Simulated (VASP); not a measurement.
Crystal: Zr.

```
Zr
1.0
     0.00000    2.26633    2.26633
     2.26633    0.00000    2.26633
     2.26633    2.26633    0.00000
Zr
1
Direct
  0.00000 0.00000 0.00000
```

```yaml
Program: VASP 6.6.1
Task: relaxation of cell and atoms
Functional: PBEsol
Potentials_or_basis: VASP PAW PBE potentials, release 64 (Zr_sv)
Cutoff: 600 eV
k_mesh: 12 × 12 × 12
Occupations: fermi-dirac, width 0.1 eV
Spin: no spin polarisation
```

At the start: pressure -4.0 GPa; volume 23.28 Å³/atom.

Question: Where does the relaxation end?

Answer: Over 3 steps the energy falls by 13.2 meV/atom and the volume is 22.26 Å³/atom (-4.4 %); space group Fm-3m (No. 225, to 0.05 Å).

Step by step:
| step | energy change (eV) | largest force (eV/Å) | pressure (GPa) | volume (Å³) |
| --- | --- | --- | --- | --- |
| 1 | 0.0000 | 0.0000 | -3.98 | 23.28 |
| 2 | -0.0025 | 0.0000 | 4.04 | 21.39 |
| 3 | -0.0132 | 0.0000 | -0.02 | 22.26 |

Final structure:
```
CELL_PARAMETERS angstrom
0.00000 2.23280 2.23280
2.23280 0.00000 2.23280
2.23280 2.23280 0.00000
ATOMIC_POSITIONS crystal
Zr 0.00000 0.00000 0.00000
```

Caveat: the PAW data sets were made with another functional, which shifts forces and pressure a little.
